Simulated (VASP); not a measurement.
# C in VASP: notebook, part 2 of 2

VASP 6.6.1.

**3. Single point, PBE**

INCAR

```
PREC = Accurate
ENCUT = 520
EDIFF = 1E-6
ISMEAR = -1
SIGMA = 0.02
LREAL = Auto
LASPH = T
NELM = 120
ALGO = Normal
ISIF = 2
LWAVE = F
LCHARG = F
GGA = PE
NBANDS = 86
GGA_COMPAT = F
NELMDL = -8
```

KPOINTS

```
Automatic mesh
0
Gamma
  1 1 1
```

POSCAR

```
C
1.0
    9.8640000000      0.0000000000      0.0000000000
   -4.9320000000      8.5424750000      0.0000000000
    0.0000000000      0.0000000000     13.0000000000
C
32
Direct
    0.0054750013      0.0088616004      0.0736000000
    0.1668940317      0.0844368874      0.0771384615
    0.0104250657      0.2514259626      0.0606384615
    0.1780426225      0.3269895434      0.0708538462
    0.0046840328      0.5047249187      0.0876923077
    0.1662736516      0.5850412205      0.0775923077
    0.0079117399      0.7565371862      0.0933153846
    0.1644711872      0.8404590005      0.0649692308
    0.2501571570      0.0105941194      0.0573846154
    0.4146000952      0.0822010015      0.0800384615
    0.2593074844      0.2628161042      0.0835769231
    0.4069315451      0.3329831226      0.0778846154
    0.2590179846      0.4952663016      0.0637846154
    0.4213940809      0.5798319574      0.0616153846
    0.2423821581      0.7514918100      0.0628923077
    0.4016833416      0.8360106409      0.0633230769
    0.4857778441     -0.0028563151      0.0708000000
    0.6537861635      0.0760435354      0.0777846154
    0.4876072444      0.2445778302      0.0927769231
    0.6762051014      0.3327021736      0.0956538462
    0.5098529155      0.5019037223      0.0609692308
    0.6651941067      0.5843622604      0.0738923077
    0.4963635583      0.7450182763      0.0527230769
    0.6658339374      0.8203945578      0.0804076923
    0.7452023603     -0.0086625949      0.0957846154
    0.9208952431      0.0840857012      0.0754538462
    0.7494729937      0.2502436355      0.0797538462
    0.9111910209      0.3330065350      0.0891769231
    0.7466968571      0.4971041765      0.0955692308
    0.9216369555      0.5870898071      0.1034692308
    0.7513581387      0.7432272263      0.0712615385
    0.9199531356      0.8354253305      0.0897538462
```

Potentials or basis: VASP PAW PBE potentials, release 64 (C).

Started as:

```bash
cat potpaw_PBE.64/C/POTCAR > POTCAR
mpirun -np 1 vasp_gam > vasp.out
```

OUTCAR:

```text
PREC = Accurate
   ENCUT = 520
   EDIFF = 1E-6
   ISMEAR = -1
   LREAL = Auto
   LASPH = T
   NELM = 120
   ISIF = 2
   GGA = PE
   NELMDL = -8

 ion  position               nearest neighbor table
   1  0.005  0.009  0.074-  26 1.37   2 1.38  32 1.50
   2  0.167  0.084  0.077-   9 1.37   1 1.38  11 1.53
   3  0.010  0.251  0.061-   4 1.44  26 1.44  28 1.59
   4  0.178  0.327  0.071-  11 1.26   3 1.44  13 1.44
   5  0.005  0.505  0.088-   6 1.39  30 1.43  28 1.47
   6  0.166  0.585  0.078-   5 1.39  15 1.44  13 1.57
[... 24 lines left out ...]
  31  0.751  0.743  0.071-  22 1.36  24 1.40  32 1.46
  32  0.920  0.835  0.090-   7 1.43  31 1.46   1 1.50

  LATTYP: Found a hexagonal cell.
 ALAT       =     9.8640000000
 C/A-ratio  =     1.3179237632

  Lattice vectors:

 A1 = (   9.8640000000,   0.0000000000,   0.0000000000)
 A2 = (  -4.9320000000,   8.5424750000,   0.0000000000)
 A3 = (   0.0000000000,   0.0000000000,  13.0000000000)

Analysis of symmetry for initial positions (statically):
=====================================================================
 Subroutine PRICEL returns:
 Original cell was already a primitive cell.

 Routine SETGRP: Setting up the symmetry group for a
 hexagonal supercell.

 Subroutine GETGRP returns: Found  1 space group operations
 (whereof  1 operations were pure point group operations)
 out of a pool of 24 trial point group operations.

The static configuration has the point symmetry C_1 .

Analysis of symmetry for dynamics (positions and initial velocities):
=====================================================================
 Subroutine PRICEL returns:
 Original cell was already a primitive cell.

 Routine SETGRP: Setting up the symmetry group for a
 hexagonal supercell.

 Subroutine GETGRP returns: Found  1 space group operations
 (whereof  1 operations were pure point group operations)
 out of a pool of 24 trial point group operations.

The dynamic configuration has the point symmetry C_1 .

 Subroutine INISYM returns: Found  1 space group operations
 (whereof  1 operations are pure point group operations),
 and found     1 'primitive' translations

----------------------------------------------------------------------------------------

                                     Primitive cell

  volume of cell :    1095.4187

  direct lattice vectors                    reciprocal lattice vectors
     9.864000000  0.000000000  0.000000000     0.101378751  0.058531046  0.000000000
    -4.932000000  8.542475000  0.000000000     0.000000000  0.117062093  0.000000000
     0.000000000  0.000000000 13.000000000     0.000000000  0.000000000  0.076923077

  length of vectors
     9.864000000  9.864000361 13.000000000     0.117062097  0.117062093  0.076923077

  position of ions in fractional coordinates (direct lattice)
     0.005475001  0.008861600  0.073600000
     0.166894032  0.084436887  0.077138461
     0.010425066  0.251425963  0.060638461
     0.178042623  0.326989543  0.070853846
     0.004684033  0.504724919  0.087692308
     0.166273652  0.585041221  0.077592308
[... 24 lines left out ...]
     0.751358139  0.743227226  0.071261539
     0.919953136  0.835425331  0.089753846

  ion indices of the primitive-cell ions
   primitive index   ion index
                 1           1
                 2           2
                 3           3
                 4           4
                 5           5
                 6           6
[... 24 lines left out ...]
                31          31
                32          32

----------------------------------------------------------------------------------------

 KPOINTS: Automatic mesh

Automatic generation of k-mesh.
 Grid dimensions read from file:
 generate k-points for:    1    1    1

 Generating k-lattice:

  Cartesian coordinates                     Fractional coordinates (reciprocal lattice)
     0.101378751  0.058531046  0.000000000     1.000000000 -0.000000000  0.000000000
     0.000000000  0.117062093  0.000000000     0.000000000  1.000000000  0.000000000
     0.000000000  0.000000000  0.076923077     0.000000000  0.000000000  1.000000000

  Length of vectors
     0.117062097  0.117062093  0.076923077

  Shift w.r.t. Gamma in fractional coordinates (k-lattice)
     0.000000000  0.000000000  0.000000000

 Subroutine IBZKPT returns following result:
 ===========================================

 Found      1 irreducible k-points:

 Following reciprocal coordinates:
            Coordinates               Weight
  0.000000  0.000000  0.000000      1.000000
   k-points           NKPTS =      1   k-points in BZ     NKDIM =      1   number of bands    NBANDS=     86
   number of dos      NEDOS =    301   number of ions     NIONS =     32
   total plane-waves  NPLWV = 627200
   dimension x,y,z NGX =    80 NGY =   80 NGZ =   98
   dimension x,y,z NGXF=   160 NGYF=  160 NGZF=  196
   ions per type =              32
   NGX,Y,Z   is equivalent  to a cutoff of  13.48, 13.48, 12.53 a.u.
   NGXF,Y,Z  is equivalent  to a cutoff of  26.97, 26.97, 25.06 a.u.
 SYSTEM =  unknown system
   PREC   = accura    normal or accurate (medium, high low for compatibility)
   ISTART =      0    job   : 0-new  1-cont  2-samecut
   ICHARG =      2    charge: 1-file 2-atom 10-const
   ISPIN  =      1    spin polarized calculation?
   LNONCOLLINEAR =      F non collinear calculations
   LSORBIT =      F    spin-orbit coupling
   LASPH  =      T    aspherical Exc in radial PAW
   ENCUT  =  520.0 eV  38.22 Ry    6.18 a.u.  18.34 18.34 24.17*2*pi/ulx,y,z
   NELM   =    120;   NELMIN=  2; NELMDL= -8     # of ELM steps
   EDIFF  = 0.1E-05   stopping-criterion for ELM
   LREAL  =      T    real-space projection
   EDIFFG = 0.1E-04   stopping-criterion for IOM
   NSW    =      0    number of steps for IOM
   IBRION =     -1    ionic relax: 0-MD 1-quasi-New 2-CG
   NFREE  =      0    steps in history (QN), initial steepest desc. (CG)
   ISIF   =      2    stress and relaxation
   ISYM   =      2    0-nonsym 1-usesym 2-fastsym
   POTIM  = 0.5000    time-step for ionic-motion
   TEBEG  =    0.0;   TEEND  =   0.0 temperature during run
   PSTRESS=    0.0 pullay stress
   NELECT =     128.0000    total number of electrons
   NUPDOWN=      -1.0000    fix difference up-down
   EMIN   =  10.00;   EMAX   =-10.00  energy-range for DOS
   EFERMI =   0.00;   METHOD = LEGACY
   ISMEAR =    -1;   SIGMA  =   0.02  broadening in eV -4-tet -1-fermi 0-gaus
   EFERMI_NEDOS =   21; number of points for ismear=-14 and -15
   IALGO  =     38    algorithm
   IMIX   =      4    mixing-type and parameters
     AMIX     =   0.40;   BMIX     =  1.00
     AMIX_MAG =   1.60;   BMIX_MAG =  1.00
  volume/ion in A,a.u.               =      34.23       231.01
  Fermi-wavevector in a.u.,A,eV,Ry     =   0.800359  1.512459  8.715543  0.640574
  Thomas-Fermi vector in A             =   1.907639
   LORBIT       =      0    0 simple, 1 ext, 2 COOP (PROOUT), +10 PAW based schemes
   GGA     = PE    functional components
   LHFCALC =     F    Hartree Fock is set to
   AEXX    =    0.0000 exact exchange contribution
   IVDW    =     0    specifies the selected vdW correction
   LEPSILON=     F    determine dielectric tensor
   LRPA    =     F    only Hartree local field effects (RPA)
 non-spin polarized calculation
  energy-cutoff  :      520.00
  volume of cell :     1095.42
 maximum number of plane-waves:     14767
 NGX is ok and might be reduce to    80
   NGX = 37   NGY = 37   NGZ = 49

 number of electron     127.9999998 magnetization

 Free energy of the ion-electron system (eV)
  ---------------------------------------------------
  ext. energy  EPLUGINS =         0.00000000
  ---------------------------------------------------
  free energy    TOTEN  =      -287.88562310 eV

  energy without entropy =     -287.88562310  energy(sigma->0) =     -287.88562310

 E-fermi :  -3.3334     XC(G=0):  -3.3301

 val. band max:       -3.8334833308   @ k =   0.0000   0.0000   0.0000
 cond. band min:      -0.8233140442   @ k =   0.0000   0.0000   0.0000
 fundamental gap:      3.0101692866
 Fermi energy:        -3.3334143052

 k-point     1 :       0.0000    0.0000    0.0000
  band No.  band energies     occupation
      1     -21.5850      2.00000
      2     -20.5711      2.00000
      3     -20.3382      2.00000
      4     -19.9784      2.00000
      5     -19.8755      2.00000
      6     -19.7635      2.00000
[... 68 lines left out ...]
     75       2.3129      0.00000
     76       3.0537      0.00000
 [bands above 76 left out]

------------------------ aborting loop because EDIFF is reached ----------------------------------------

  FORCE on cell =-STRESS in cart. coord.  units (eV):
  Direction    XX          YY          ZZ          XY          YZ          ZX
  --------------------------------------------------------------------------------------
  -------------------------------------------------------------------------------------
  Total       13.2620468     -0.9331079     -4.9361655     -0.9610314      0.8314831      0.3317998
  in kB       19.3972877     -1.3647789     -7.2197168     -1.4056203      1.2161408      0.4852959
  external PRESSURE =       3.6042640 kB  Pullay stress =       0.0000000 kB

 VOLUME and BASIS-vectors are now :
 -----------------------------------------------------------------------------
  energy-cutoff  :      520.00
  volume of cell :     1095.42
      direct lattice vectors                 reciprocal lattice vectors
     9.864000000  0.000000000  0.000000000     0.101378751  0.058531046  0.000000000
    -4.932000000  8.542475000  0.000000000     0.000000000  0.117062093  0.000000000
     0.000000000  0.000000000 13.000000000     0.000000000  0.000000000  0.076923077

 POSITION                                       TOTAL-FORCE (eV/Angst)
 -----------------------------------------------------------------------------------
      0.01030      0.07570      0.95680         0.420512     -4.518556      1.454063
      1.22980      0.72130      1.00280         0.283532      3.538295     -0.666415
     -1.13720      2.14780      0.78830        -3.636978     -0.694176      3.217259
      0.14350      2.79330      0.92110        -9.625883      6.031294     -1.432515
     -2.44310      4.31160      1.14000        -1.800703     -2.269658      1.405728
     -1.24530      4.99770      1.00870         3.043653     -0.782448     -1.612917
[... 24 lines left out ...]
      3.74580      6.34900      0.92640         0.723301      3.191627      2.047442
      4.95410      7.13660      1.16680        -0.461051      0.506479     -1.662988
 -----------------------------------------------------------------------------------
    total drift:                               -0.010295     -0.048206      0.017179

  FREE ENERGIE OF THE ION-ELECTRON SYSTEM (eV)
  ---------------------------------------------------
  free  energy   TOTEN  =      -287.8856231046 eV

  energy  without entropy=     -287.8856231046  energy(sigma->0) =     -287.88562310
```

Run time: 3.5 min. Hardware: 1 thread of Intel Xeon Platinum 8375C at 2.90GHz (Ice Lake), shared host; peak memory 1 GiB.

What came out:

- Free energy: -287.8856 eV
- Largest force: 11.449 eV/Å
- Band gap on the k mesh: 3.01 eV

Forces on the atoms (eV/Å):
```
C     0.421  -4.519   1.454
C     0.284   3.538  -0.666
C    -3.637  -0.694   3.217
C    -9.626   6.031  -1.433
C    -1.801  -2.270   1.406
C     3.044  -0.782  -1.613
C    -2.305  -0.828  -0.645
C     0.875  -0.249   0.366
C     1.152  -3.165   2.260
C    -4.308   2.447  -1.203
C    -0.015 -10.384  -0.125
C    10.540   4.014   0.493
C    -3.985   0.962   1.188
C    -0.606   1.254  -1.651
C    -0.559  -0.824   0.589
C     5.824  -2.326  -1.184
C     4.353   0.207   0.471
C     3.154  -0.007   1.113
C     3.647   2.105  -0.791
C    -7.404   0.426  -0.563
C    -4.292  -2.559   1.094
C     4.706  -2.816   0.495
C    -0.287   2.059   2.963
C    -3.475   3.054  -1.635
C    -0.628   1.310  -3.240
C    -3.101   1.025   0.379
C     1.178  -3.102   1.348
C     5.450   0.640  -3.140
C     2.319   1.816   0.012
C    -1.180  -0.061  -1.344
C     0.723   3.192   2.047
C    -0.461   0.506  -1.663
```

Caveat: the k points lie up to 0.74 Å⁻¹ apart.

**4. Single point, PBE**

INCAR

```
SYSTEM = C
PREC = Accurate ; ENCUT = 520
EDIFF = 1E-6 ; ISMEAR = -1
SIGMA = 0.02 ; LREAL = Auto
LASPH = .TRUE. ; NELM = 120
ALGO = Normal ; ISIF = 2
LWAVE = .FALSE. ; LCHARG = .FALSE.
GGA = PE ; NBANDS = 86
GGA_COMPAT = .FALSE. ; NELMDL = -8
```

KPOINTS

```
Automatic mesh
0
G
  1 1 1
  0 0 0
```

POSCAR

```
C
1.0
    9.8640000000      0.0000000000      0.0000000000
   -4.9320000000      8.5424750000      0.0000000000
    0.0000000000      0.0000000000     13.0000000000
C
32
Direct
    0.0099253317     -0.0064267089      0.0845769231
    0.1775832751      0.0707991536      0.0873769231
    0.0013170515      0.2506065280      0.0808076923
    0.1629468982      0.3226699522      0.0762538462
   -0.0031541893      0.4939552062      0.0698384615
    0.1599387687      0.5706074645      0.0752230769
    0.0044410741      0.7502041270      0.0733615385
    0.1725887500      0.8305789598      0.1006230769
    0.2595202972     -0.0040737608      0.0985846154
    0.4159095097      0.0844954185      0.0776000000
    0.2445312845      0.2357981732      0.0652076923
    0.4167983998      0.3402877972      0.0706384615
    0.2558747184      0.4991176445      0.0665923077
    0.4173531824      0.5930599738      0.0829846154
    0.2477003464      0.7390949344      0.0893153846
    0.4161913829      0.8285303732      0.0801538462
    0.5005971816     -0.0004682484      0.0770923077
    0.6709275327      0.0838866956      0.0620538462
    0.4921652224      0.2567757003      0.0579076923
    0.6530363509      0.3427109825      0.0775538462
    0.4941100038      0.5041161958      0.0884846154
    0.6572803590      0.5907772630      0.0866538462
    0.5014299682      0.7561040565      0.0587076923
    0.6661117294      0.8398268652      0.0612307692
    0.7575439001      0.0025168350      0.0532000000
    0.9209553726      0.0853616780      0.0715692308
    0.7426814056      0.2523741656      0.0778000000
    0.9246816815      0.3358394376      0.0885461538
    0.7452478484      0.5158809361      0.0791230769
    0.9060482574      0.5835077071      0.0717615385
    0.7520082473      0.7561860000      0.0823846154
    0.9223817600      0.8286240229      0.0883384615
```

Started as:

```bash
cat potpaw_PBE.64/C/POTCAR > POTCAR
mpirun -np 1 vasp_gam > vasp.out
```

Run time: 3.6 min. Hardware: 1 thread of Intel Xeon Platinum 8375C at 2.90GHz (Ice Lake), shared host; peak memory 1 GiB.

Results (log left out):

- Free energy: -290.0120 eV
- Largest force: 6.234 eV/Å
- Band gap on the k mesh: 3.26 eV

Forces in eV/Å, atoms in the order of the input:
```
C   -2.320  1.580 -0.129
C   -5.436  2.799 -1.217
C    0.554 -1.437  0.142
C    2.315  2.180 -1.293
C   -2.164  1.424  1.367
C    1.309  2.934 -0.659
C    0.979 -1.076  2.881
C   -0.281 -2.353 -1.879
C    0.022 -1.394 -0.493
C    2.967  0.953 -0.295
C    0.604  2.662  2.111
C   -3.261 -1.727 -0.435
C   -2.784 -2.166  2.117
C    0.952 -1.934 -2.017
C   -0.172  0.991 -0.205
C   -1.926  1.974 -0.774
C    0.279  0.337 -1.005
C   -2.313  1.440  0.813
C    2.577 -1.682  2.642
C    4.838 -0.698 -1.081
C   -0.138  0.361 -1.038
C    1.970  1.215 -0.019
C    0.649 -1.219  2.478
C    3.257 -0.940  0.261
C   -1.135  1.181  1.435
C    2.213 -1.947  0.383
C    1.543  0.703  0.012
C   -5.377 -1.891 -1.995
C    0.251 -4.346  0.106
C    4.283  0.396 -0.195
C   -1.437  0.105 -0.649
C   -2.817  1.571 -1.370
```

Levels at points of the mesh, in eV from the valence-band top:
| k point | band 60 | band 61 | band 62 | band 63 | band 64 | band 65 | band 66 | band 67 | band 68 | band 69 |
| --- | --- | --- | --- | --- | --- | --- | --- | --- | --- | --- |
| (0.00, 0.00, 0.00) | -0.60 | -0.48 | -0.37 | -0.18 | 0.00 | 3.26 | 3.49 | 3.59 | 4.17 | 4.26 |

Caveat: the k points lie up to 0.74 Å⁻¹ apart.
